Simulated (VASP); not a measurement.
# Ir: single point with r2SCAN

Ir:

```xyz
1
Lattice="0.0000 1.9473 1.9473 1.9473 0.0000 1.9473 1.9473 1.9473 0.0000" Properties=species:S:1:pos:R:3 pbc="T T T"
Ir    0.0000    0.0000    0.0000
```

This cell differs from its parent crystal: volume scaled by 1.040.

```yaml
Program: VASP 6.6.1
Task: single point
Functional: r2SCAN
Potentials_or_basis: VASP PAW PBE potentials, release 64 (Ir)
Cutoff: 520 eV
k_mesh: 20 × 20 × 20
Occupations: gaussian, width 0.05 eV
Spin: no spin polarisation
Dipole_correction: no
Further_INCAR_settings: ALGO = Normal; EDIFF = 1e-06; NBANDS = 10
```

The pressure is -11.5 GPa.

Levels at points of the mesh, in eV from the Fermi level:
```
           k point  band 2  band 3  band 4  band 5  band 6  band 7
(0.00, 0.00, 0.00)   -3.67   -3.67   -3.67   -1.15   -1.15   15.26
(0.50, 0.00, 0.00)   -3.82   -3.82   -0.51    0.93    0.93    7.29
(0.50, 0.50, 0.00)   -7.08    0.83    1.52    1.52    1.86   10.55
```

Run time: 46 s on 1 thread of Intel(R) Xeon(R) 6975P-C (Granite Rapids), with other jobs on the host, peak memory 0.16 GiB.

Caveat: the PAW data sets were made with another functional, which shifts forces and pressure a little; spin-orbit coupling is left out, which moves the levels of the heavy elements.
